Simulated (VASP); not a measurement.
Crystal: Si2I.

```
Si I
1.0
     5.49583    0.00000    0.00000
     0.00000    7.98258    0.00000
     0.00000    0.00000    3.59928
Si I
4 2
Direct
  0.36896 0.88138 0.50000
  0.86896 0.61862 0.00000
  0.63104 0.11862 0.50000
  0.13104 0.38138 0.00000
  0.50000 0.50000 0.50000
  0.00000 0.00000 0.00000
```

* Program: VASP 6.6.1
* Task: relaxation of cell and atoms
* Functional: PBE
* Potentials or basis: VASP PAW PBE potentials, release 64 (Si, I)
* Cutoff: 600 eV
* k mesh: 4 × 2 × 6
* Occupations: gaussian, width 0.1 eV
* Spin: no spin polarisation

At the start: pressure 0.5 GPa; volume 26.32 Å³/atom.

Problem. How do energy, volume and symmetry change on relaxing?

Solution. Over 8 steps the energy falls by 21.8 meV/atom and the volume is 26.81 Å³/atom (+1.9 %); space group Pnnm (No. 58, to 0.1 Å) before and after.

The path:
| step | energy change (eV) | largest force (eV/Å) | pressure (GPa) | volume (Å³) |
| --- | --- | --- | --- | --- |
| 1 | 0.0000 | 0.1228 | 0.49 | 157.90 |
| 2 | -0.0461 | 0.1642 | -0.16 | 159.71 |
| 3 | -0.0656 | 0.2925 | -0.63 | 161.58 |
| 4 | -0.0669 | 0.3227 | -0.74 | 162.11 |
| 5 | -0.1049 | 0.2476 | -0.10 | 159.86 |
| 6 | -0.1151 | 0.1911 | 0.49 | 158.10 |
| 7 | -0.1289 | 0.0612 | 0.11 | 159.90 |
| 8 | -0.1305 | 0.0135 | -0.06 | 160.83 |

Final structure:
```
Si I
1.0
     5.28273    0.00000    0.00000
     0.00000    8.67477    0.00000
     0.00000    0.00000    3.50956
Si I
4 2
Direct
  0.38123 0.88195 0.50000
  0.88123 0.61805 0.00000
  0.61877 0.11805 0.50000
  0.11877 0.38195 0.00000
  0.50000 0.50000 0.50000
  0.00000 0.00000 0.00000
```

Caveat: the k points lie up to 0.36 Å⁻¹ apart in the final cell, too coarse for converged energies and pressures of a metal.
